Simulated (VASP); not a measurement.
Input of a VASP 6.6.1 run:

INCAR

```
SYSTEM = Zr3S2
PREC     = Accurate       ! precision mode
ENCUT    = 520            ! plane-wave cutoff, eV
EDIFF    = 1E-6           ! SCF threshold, eV
ISMEAR   = 0              ! smearing method
SIGMA    = 0.1            ! smearing width, eV
LREAL    = .False.        ! projectors in reciprocal space
LASPH    = .True.         ! aspherical terms in the spheres
NELM     = 100            ! most SCF steps
ALGO     = Normal         ! electronic algorithm
ISIF     = 2              ! what is computed and relaxed
LWAVE    = .False.        ! write WAVECAR
LCHARG   = .False.        ! write CHGCAR
GGA      = PE             ! functional
NBANDS   = 32             ! bands
```

Contents of KPOINTS:

```
regular mesh
0
Gamma
  6 6 4
  0 0 0
```

The input POSCAR:

```
Zr3S2
1.0
    4.7007047800      0.0000000000      0.0000000000
   -2.3503523900      4.0709297600      0.0000000000
    0.0000000000      0.0000000000      6.2995596500
Zr S
3 2
Direct
    0.3333333300      0.6666666700      0.5000000000
    0.6666666700      0.3333333300      0.5000000000
    0.0000000000      0.0000000000      0.0000000000
    0.3333333300      0.6666666700      0.0000000000
    0.6666666700      0.3333333300      0.0000000000
```

Potentials or basis: VASP PAW PBE potentials, release 64 (Zr_sv, S).

Launch:

```bash
$ cat potpaw_PBE.64/Zr_sv/POTCAR potpaw_PBE.64/S/POTCAR > POTCAR
$ mpirun -np 1 vasp_std > vasp.out
```

Task: Estimate the pressure.

Result: -4.2 GPa.

Task: Predict the band gap on the k mesh.

Result: Zero (bands 24 and 25 overlap by 1.18 eV).

Stress tensor (GPa, compression positive):
```
  4.16   0.00   0.00
  0.00   4.16   0.00
  0.00   0.00 -21.02
```

Caveat: the cell stands under tension.
